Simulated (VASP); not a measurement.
# Ta2N (P-3m1) in VASP: notebook

Ta2N is run at these levels: r2SCAN+D4, r2SCAN+rVV10; tasks: relaxation of cell and atoms.

All numbers are computed with VASP 6.6.1; they aren't measurements. Logs are shortened: lines on timing, memory, paths and dates and some standing lists are left out, and cuts for length are marked.

### 1 The cell of the first run

Symmetry: P-3m1, No. 164, trigonal system. Conventional cell: a = 3.113 Å, b = 3.113 Å, c = 4.870 Å, α = 90.00°, β = 90.00°, γ = 120.00°. Ta (site symmetry 3m) has 3 N at 2.18 Å and 12 Ta at 2.99 to 3.11 Å within 3.2 Å. N (site symmetry -3m) has 6 Ta at 2.18 Å within 2.9 Å.

### 2 Relaxation of cell and atoms, r2SCAN+D4

The input, POSCAR:

```
Ta2N
1.0
    3.1128615060      0.0000000000      0.0000000000
   -1.5564307530      2.6958171426      0.0000000000
    0.0000000000      0.0000000000      4.8698410000
Ta N
2 1
Direct
    0.3333333333      0.6666666667      0.2547110000
    0.6666666667      0.3333333333      0.7452890000
    0.0000000000      0.0000000000      0.0000000000
```

The input, INCAR.step1:

```
  PREC = Accurate
  ENCUT = 600
  ISMEAR = -1
  SIGMA = 0.05
  LREAL = False
  LASPH = True
  NELM = 80
  GGA = PE
  ALGO = Normal
  EDIFF = 1E-4
  LWAVE = True
  LCHARG = False
```

The input, INCAR.step2:

```
  PREC = Accurate
  ENCUT = 600
  EDIFF = 1E-7
  ISMEAR = -1
  SIGMA = 0.05
  LREAL = False
  LASPH = True
  NELM = 80
  ALGO = Normal
  ISIF = 3
  LWAVE = False
  LCHARG = False
  METAGGA = R2SCAN
  LMIXTAU = True
  IVDW = 13
  VDW_S6 = 1.0
  VDW_S8 = 0.6018749
  VDW_A1 = 0.51559235
  VDW_A2 = 5.77342911
  IBRION = 2
  NSW = 60
  EDIFFG = -0.01
  ISTART = 1
```

The input, KPOINTS:

```
regular mesh
0
Gamma
  10 10 6
```

Potentials or basis: VASP PAW PBE potentials, release 64 (Ta_pv, N).

Launch:

```console
> cat potpaw_PBE.64/Ta_pv/POTCAR potpaw_PBE.64/N/POTCAR > POTCAR
> cp INCAR.step1 INCAR
> mpirun -np 1 vasp_std > vasp.out
> cp INCAR.step2 INCAR
> mpirun -np 1 vasp_std > vasp.out
```

OUTCAR:

```text
PREC = Accurate
   ENCUT = 600
   EDIFF = 1E-7
   ISMEAR = -1
   LREAL = False
   LASPH = True
   NELM = 80
   ISIF = 3
   METAGGA = R2SCAN
   IVDW = 13
   IBRION = 2
   NSW = 60
   EDIFFG = -0.01
   ISTART = 1

 ion  position               nearest neighbor table
   1  0.333  0.667  0.255-   3 2.18   3 2.18   3 2.18   2 2.99   2 2.99   2 2.99   2 3.06   2 3.06
                             2 3.06
   2  0.667  0.333  0.745-   3 2.18   3 2.18   3 2.18   1 2.99   1 2.99   1 2.99   1 3.06   1 3.06
                             1 3.06
   3  0.000  0.000  0.000-   1 2.18   2 2.18   1 2.18   2 2.18   2 2.18   1 2.18

  LATTYP: Found a hexagonal cell.
 ALAT       =     3.1128615060
 C/A-ratio  =     1.5644258476

  Lattice vectors:

 A1 = (   3.1128615060,   0.0000000000,   0.0000000000)
 A2 = (  -1.5564307530,   2.6958171426,   0.0000000000)
 A3 = (   0.0000000000,   0.0000000000,   4.8698410000)

Analysis of symmetry for initial positions (statically):
=====================================================================
 Subroutine PRICEL returns:
 Original cell was already a primitive cell.

 Routine SETGRP: Setting up the symmetry group for a
 hexagonal supercell.

 Subroutine GETGRP returns: Found 12 space group operations
 (whereof 12 operations were pure point group operations)
 out of a pool of 24 trial point group operations.

The static configuration has the point symmetry D_3d.

Analysis of symmetry for dynamics (positions and initial velocities):
=====================================================================
 Subroutine PRICEL returns:
 Original cell was already a primitive cell.

 Routine SETGRP: Setting up the symmetry group for a
 hexagonal supercell.

 Subroutine GETGRP returns: Found 12 space group operations
 (whereof 12 operations were pure point group operations)
 out of a pool of 24 trial point group operations.

The dynamic configuration has the point symmetry D_3d.

 Subroutine INISYM returns: Found 12 space group operations
 (whereof 12 operations are pure point group operations),
 and found     1 'primitive' translations

----------------------------------------------------------------------------------------

                                     Primitive cell

  volume of cell :      40.8663

  direct lattice vectors                    reciprocal lattice vectors
     3.112861506  0.000000000  0.000000000     0.321247829  0.185472520  0.000000000
    -1.556430753  2.695817143  0.000000000     0.000000000  0.370945041  0.000000000
     0.000000000  0.000000000  4.869841000     0.000000000  0.000000000  0.205345513

  length of vectors
     3.112861506  3.112861506  4.869841000     0.370945041  0.370945041  0.205345513

  position of ions in fractional coordinates (direct lattice)
     0.333333333  0.666666667  0.254711000
     0.666666667  0.333333333  0.745289000
     0.000000000  0.000000000  0.000000000

  ion indices of the primitive-cell ions
   primitive index   ion index
                 1           1
                 2           2
                 3           3

----------------------------------------------------------------------------------------

 KPOINTS: regular mesh

Automatic generation of k-mesh.
 Grid dimensions read from file:
 generate k-points for:   10   10    6

 Generating k-lattice:

  Cartesian coordinates                     Fractional coordinates (reciprocal lattice)
     0.032124783  0.018547252  0.000000000     0.100000000  0.000000000  0.000000000
     0.000000000  0.037094504  0.000000000     0.000000000  0.100000000  0.000000000
     0.000000000  0.000000000  0.034224252     0.000000000  0.000000000  0.166666667

  Length of vectors
     0.037094504  0.037094504  0.034224252

  Shift w.r.t. Gamma in fractional coordinates (k-lattice)
     0.000000000  0.000000000  0.000000000

 Subroutine IBZKPT returns following result:
 ===========================================

 Found     72 irreducible k-points:

 Following reciprocal coordinates:
            Coordinates               Weight
  0.000000  0.000000  0.000000      1.000000
  0.100000 -0.000000  0.000000      6.000000
  0.200000 -0.000000  0.000000      6.000000
  0.300000 -0.000000  0.000000      6.000000
  0.400000 -0.000000  0.000000      6.000000
  0.500000  0.000000  0.000000      3.000000
[... 16 lines left out ...]
  0.000000  0.400000  0.166667      6.000000
  0.500000  0.000000  0.166667      6.000000
 [... further k-points ...]
   k-points           NKPTS =     72   k-points in BZ     NKDIM =     72   number of bands    NBANDS=     17
   number of dos      NEDOS =    301   number of ions     NIONS =      3
   total plane-waves  NPLWV =  31360
   dimension x,y,z NGX =    28 NGY =   28 NGZ =   40
   dimension x,y,z NGXF=    56 NGYF=   56 NGZF=   80
   ions per type =               2   1
   NGX,Y,Z   is equivalent  to a cutoff of  14.95, 14.95, 13.66 a.u.
   NGXF,Y,Z  is equivalent  to a cutoff of  29.91, 29.91, 27.31 a.u.
 SYSTEM =  unknown system
   PREC   = accura    normal or accurate (medium, high low for compatibility)
   ISTART =      1    job   : 0-new  1-cont  2-samecut
   ICHARG =      0    charge: 1-file 2-atom 10-const
   ISPIN  =      1    spin polarized calculation?
   LNONCOLLINEAR =      F non collinear calculations
   LSORBIT =      F    spin-orbit coupling
   LASPH  =      T    aspherical Exc in radial PAW
   ENCUT  =  600.0 eV  44.10 Ry    6.64 a.u.   6.22  6.22  9.73*2*pi/ulx,y,z
   NELM   =     80;   NELMIN=  2; NELMDL=  0     # of ELM steps
   EDIFF  = 0.1E-06   stopping-criterion for ELM
   LREAL  =      F    real-space projection
   EDIFFG = -.1E-01   stopping-criterion for IOM
   NSW    =     60    number of steps for IOM
   IBRION =      2    ionic relax: 0-MD 1-quasi-New 2-CG
   NFREE  =      1    steps in history (QN), initial steepest desc. (CG)
   ISIF   =      3    stress and relaxation
   ISYM   =      2    0-nonsym 1-usesym 2-fastsym
   POTIM  = 0.5000    time-step for ionic-motion
   TEBEG  =    0.0;   TEEND  =   0.0 temperature during run
   PSTRESS=    0.0 pullay stress
   NELECT =      27.0000    total number of electrons
   NUPDOWN=      -1.0000    fix difference up-down
   EMIN   =  10.00;   EMAX   =-10.00  energy-range for DOS
   EFERMI =   0.00;   METHOD = LEGACY
   ISMEAR =    -1;   SIGMA  =   0.05  broadening in eV -4-tet -1-fermi 0-gaus
   EFERMI_NEDOS =   21; number of points for ismear=-14 and -15
   IALGO  =     38    algorithm
   IMIX   =      4    mixing-type and parameters
     AMIX     =   0.40;   BMIX     =  1.00
     AMIX_MAG =   1.60;   BMIX_MAG =  1.00
  volume/ion in A,a.u.               =      13.62        91.93
  Fermi-wavevector in a.u.,A,eV,Ry     =   1.425852  2.694469 27.661374  2.033054
  Thomas-Fermi vector in A             =   2.546192
   LORBIT       =      0    0 simple, 1 ext, 2 COOP (PROOUT), +10 PAW based schemes
   METAGGA = R2SCAN    functional components
   LHFCALC =     F    Hartree Fock is set to
   AEXX    =    0.0000 exact exchange contribution
   IVDW    =    13    specifies the selected vdW correction
   LEPSILON=     F    determine dielectric tensor
   LRPA    =     F    only Hartree local field effects (RPA)
 conjugate gradient relaxation of ions
 non-spin polarized calculation
  energy-cutoff  :      600.00
  volume of cell :       40.87
 maximum number of plane-waves:      1387
 NGX is ok and might be reduce to    28
   NGX = 13   NGY = 13   NGZ = 19

--------------------------------------- Ionic step        1  -------------------------------------------

 number of electron      26.9999997 magnetization

 Free energy of the ion-electron system (eV)
  ---------------------------------------------------
  ext. energy  EPLUGINS =         0.00000000
  ---------------------------------------------------
  free energy    TOTEN  =      -109.02060207 eV

  energy without entropy =     -109.00780671  energy(sigma->0) =     -109.01420439

------------------------ aborting loop because EDIFF is reached ----------------------------------------

  DFT-D4 for vdW energy calculation

  Edisp (eV):   -0.29958

  FORCE on cell =-STRESS in cart. coord.  units (eV):
  Direction    XX          YY          ZZ          XY          YZ          ZX
  --------------------------------------------------------------------------------------
  -------------------------------------------------------------------------------------
  Total      -1.57586    -1.57586    -0.93576     0.00000     0.00000     0.00000
  in kB     -61.78222   -61.78222   -36.68684     0.00000     0.00000     0.00000
  external pressure =      -53.42 kB  Pullay stress =        0.00 kB
[... 186 lines left out ...]
  energy  without entropy=     -109.3309261710  energy(sigma->0) =     -109.33601998

--------------------------------------- Ionic step        6  -------------------------------------------

 number of electron      26.9999999 magnetization

 Free energy of the ion-electron system (eV)
  ---------------------------------------------------
  ext. energy  EPLUGINS =         0.00000000
  ---------------------------------------------------
  free energy    TOTEN  =      -109.03689224 eV

  energy without entropy =     -109.02688267  energy(sigma->0) =     -109.03188745

 E-fermi :   7.6964     XC(G=0): -14.0392

 val. band max:        7.6881881233   @ k =   0.1000  -0.0000   0.0000
 cond. band min:       7.7470733983   @ k =   0.2000  -0.0000   0.0000
 fundamental gap:      0.0588852750
 Fermi energy:         7.6964147699

 k-point     1 :       0.0000    0.0000    0.0000
  band No.  band energies     occupation
      1     -29.3828      2.00000
      2     -28.5461      2.00000
      3     -28.5461      2.00000
      4     -28.4217      2.00000
      5     -28.4217      2.00000
      6     -28.3534      2.00000
[... 9 lines left out ...]
     16       8.2237      0.00005
     17       8.2237      0.00005
[... 443 lines left out ...]
      1     -29.3101      2.00000
      2     -29.1207      2.00000
      3     -28.8391      2.00000
      4     -28.7487      2.00000
      5     -28.5686      2.00000
      6     -28.5313      2.00000
[... 9 lines left out ...]
     16      11.4653      0.00000
     17      11.7596      0.00000

 [... further k-points ...]

------------------------ aborting loop because EDIFF is reached ----------------------------------------

  DFT-D4 for vdW energy calculation

  Edisp (eV):   -0.30490

  FORCE on cell =-STRESS in cart. coord.  units (eV):
  Direction    XX          YY          ZZ          XY          YZ          ZX
  --------------------------------------------------------------------------------------
  -------------------------------------------------------------------------------------
  Total       0.00972     0.00972    -0.02918     0.00000     0.00000     0.00000
  in kB       0.38897     0.38897    -1.16788     0.00000     0.00000     0.00000
  external pressure =       -0.13 kB  Pullay stress =        0.00 kB
[... 18 lines left out ...]
  FREE ENERGIE OF THE ION-ELECTRON SYSTEM (eV)
  ---------------------------------------------------
  free  energy   TOTEN  =      -109.3417957058 eV

  energy  without entropy=     -109.3317861391  energy(sigma->0) =     -109.33679092

 reached required accuracy - stopping structural energy minimisation
```

Wall time 34 min (1 thread of Oxide Virtual Turin-like, shared host); peak memory 0.2 GiB.

What came out:

```
Free energy                           : -109.3418 eV
Relaxed volume                        : 13.34 Å³/atom
Relaxed cell                          : a = 3.070 Å, b = 3.070 Å, c = 4.904 Å, α = 90.00°, β = 90.00°, γ = 120.00°
Space group after relaxing (to 0.1 Å) : P-3m1 (No. 164)
Energy gained by relaxing             : 7.2 meV/atom
Ionic steps                           : 6
Pressure after relaxing               : 0.0 GPa
Band gap on the k mesh                : zero (an odd number of electrons rules out a gap without spin polarisation)
Dispersion energy per atom            : -0.102 eV
```

Step by step:
```
step  energy change (eV)  largest force (eV/Å)  pressure (GPa)  volume (Å³)
   1              0.0000                0.1710           -5.34        40.87
   2              0.0658                0.4090           15.61        38.24
   3             -0.0152                0.2460            0.39        40.05
   4             -0.0206                0.0012            0.12        40.02
   5             -0.0209                0.0818            0.05        40.01
   6             -0.0216                0.0011           -0.01        40.03
```

Final structure:
```
CELL_PARAMETERS angstrom
3.07007 0.00000 0.00000
-1.53503 2.65876 0.00000
0.00000 0.00000 4.90354
ATOMIC_POSITIONS crystal
Ta 0.33333 0.66667 0.25782
Ta 0.66667 0.33333 0.74218
N 0.00000 0.00000 0.00000
```

Caveat: the PAW data sets were made with another functional, which shifts forces and pressure a little; spin-orbit coupling is left out, which moves the levels of the heavy elements.

### 3 Relaxation of cell and atoms, r2SCAN+rVV10

POSCAR is that of step 2.

The input, INCAR.step1:

```
SYSTEM = Ta2N
  ALGO = Normal
  EDIFF = 1E-4
  ENCUT = 600
  GGA = PE
  ISMEAR = -1
  LASPH = .True.
  LCHARG = .False.
  LREAL = .False.
  LWAVE = .True.
  NELM = 80
  PREC = Accurate
  SIGMA = 0.05
```

The input, INCAR.step2:

```
SYSTEM = Ta2N
  ALGO = Normal
  BPARAM = 11.95
  CPARAM = 0.0093
  EDIFF = 1E-7
  EDIFFG = -0.01
  ENCUT = 600
  IBRION = 2
  ISIF = 3
  ISMEAR = -1
  ISTART = 1
  IVDW_NL = 2
  LASPH = .True.
  LCHARG = .False.
  LMIXTAU = .True.
  LREAL = .False.
  LUSE_VDW = .True.
  LWAVE = .False.
  METAGGA = R2SCAN
  NELM = 80
  NSW = 60
  PREC = Accurate
  SIGMA = 0.05
```

The input, KPOINTS:

```
k-points
0
Gamma
  10 10 6
  0 0 0
```

Potentials or basis: VASP PAW PBE potentials, release 64 (Ta_pv, N).

Launch:

```console
> cat potpaw_PBE.64/Ta_pv/POTCAR potpaw_PBE.64/N/POTCAR > POTCAR
> cp INCAR.step1 INCAR
> mpirun -np 1 vasp_std > vasp.out
> cp INCAR.step2 INCAR
> mpirun -np 1 vasp_std > vasp.out
```

OUTCAR:

```text
SYSTEM = Ta2N
   BPARAM = 11.95
   EDIFF = 1E-7
   EDIFFG = -0.01
   ENCUT = 600
   IBRION = 2
   ISIF = 3
   ISMEAR = -1
   ISTART = 1
   IVDW_NL = 2
   LASPH = .True.
   LREAL = .False.
   METAGGA = R2SCAN
   NELM = 80
   NSW = 60
   PREC = Accurate

 ion  position               nearest neighbor table
   1  0.333  0.667  0.255-   3 2.18   3 2.18   3 2.18   2 2.99   2 2.99   2 2.99   2 3.06   2 3.06
                             2 3.06
   2  0.667  0.333  0.745-   3 2.18   3 2.18   3 2.18   1 2.99   1 2.99   1 2.99   1 3.06   1 3.06
                             1 3.06
   3  0.000  0.000  0.000-   1 2.18   2 2.18   1 2.18   2 2.18   2 2.18   1 2.18

  LATTYP: Found a hexagonal cell.
 ALAT       =     3.1128615060
 C/A-ratio  =     1.5644258476

  Lattice vectors:

[... 441 lines left out ...]

 number of electron      26.9999999 magnetization

 Free energy of the ion-electron system (eV)
  ---------------------------------------------------
  ext. energy  EPLUGINS =         0.00000000
  ---------------------------------------------------
  free energy    TOTEN  =      -108.63492560 eV

  energy without entropy =     -108.62498115  energy(sigma->0) =     -108.62995337

 E-fermi :   7.6942     XC(G=0): -14.0651

 val. band max:        7.6862095113   @ k =   0.1000  -0.0000   0.0000
 cond. band min:       7.7456177437   @ k =   0.2000  -0.0000   0.0000
 fundamental gap:      0.0594082324
 Fermi energy:         7.6942012674

 k-point     1 :       0.0000    0.0000    0.0000
  band No.  band energies     occupation
      1     -29.3660      2.00000
      2     -28.5241      2.00000
      3     -28.5241      2.00000
      4     -28.3990      2.00000
      5     -28.3990      2.00000
      6     -28.3312      2.00000
[... 457 lines left out ...]
      4     -28.7277      2.00000
      5     -28.5475      2.00000
      6     -28.5092      2.00000
[... 9 lines left out ...]
     16      11.4769      0.00000
     17      11.7704      0.00000

 [... further k-points ...]
[... 5 lines left out ...]
  --------------------------------------------------------------------------------------
  -------------------------------------------------------------------------------------
  Total        0.0056294      0.0056294      0.0055768      0.0000000      0.0000000      0.0000000
  in kB        0.2255128      0.2255128      0.2234036      0.0000000      0.0000000      0.0000000
  external PRESSURE =       0.2248097 kB  Pullay stress =       0.0000000 kB
[... 18 lines left out ...]
  FREE ENERGIE OF THE ION-ELECTRON SYSTEM (eV)
  ---------------------------------------------------
  free  energy   TOTEN  =      -108.6349255970 eV

  energy  without entropy=     -108.6249811467  energy(sigma->0) =     -108.62995337

 reached required accuracy - stopping structural energy minimisation
```

Run time: 38 min. Hardware: 1 thread of Oxide Virtual Turin-like, shared host; peak memory 0.31 GiB.

Results:

```
Free energy                           : -108.6349 eV
Relaxed volume                        : 13.33 Å³/atom
Relaxed cell                          : a = 3.069 Å, b = 3.069 Å, c = 4.902 Å, α = 90.00°, β = 90.00°, γ = 120.00°
Space group after relaxing (to 0.1 Å) : P-3m1 (No. 164)
Energy gained by relaxing             : 7.8 meV/atom
Ionic steps                           : 8
Pressure after relaxing               : 0.0 GPa
Band gap on the k mesh                : zero (an odd number of electrons rules out a gap without spin polarisation)
```

Step by step:
```csv
step,energy change (eV),largest force (eV/Å),pressure (GPa),volume (Å³)
1,0.0000,0.1803,-5.53,40.87
2,0.0711,0.4270,16.33,38.15
3,-0.0163,0.2579,0.41,40.03
4,-0.0223,0.0016,0.12,39.99
5,-0.0226,0.0890,0.05,39.98
6,-0.0233,0.0030,0.00,40.00
7,-0.0233,0.0131,0.00,40.00
8,-0.0234,0.0004,0.02,39.99
```

Final structure:
```xyz
3
Lattice="3.0692 0.0000 0.0000 -1.5346 2.6580 0.0000 0.0000 0.0000 4.9024" Properties=species:S:1:pos:R:3 pbc="T T T"
Ta    0.0000    1.7720    1.2643
Ta    1.5346    0.8860    3.6381
N     0.0000    0.0000    0.0000
```

Levels at points of the mesh, in eV from the Fermi level:
```
           k point  band 10  band 11  band 12  band 13  band 14  band 15  band 16  band 17
(0.00, 0.00, 0.00)    -6.30    -5.50    -0.85    -0.24    -0.24     0.06     0.53     0.53
(0.50, 0.00, 0.00)    -6.70    -4.89    -2.95    -1.56     1.52     2.16     4.17     4.22
(0.00, 0.00, 0.50)    -6.48    -3.38    -3.01    -1.06    -1.06     1.74     2.38     2.50
(0.50, 0.00, 0.50)    -6.42    -3.54    -2.50    -2.30    -0.65     0.70     3.77     4.00
```

Caveat: the PAW data sets were made with another functional, which shifts forces and pressure a little; spin-orbit coupling is left out, which moves the levels of the heavy elements.

The gap in the log of VASP goes by the Fermi energy; the results here count the filled bands.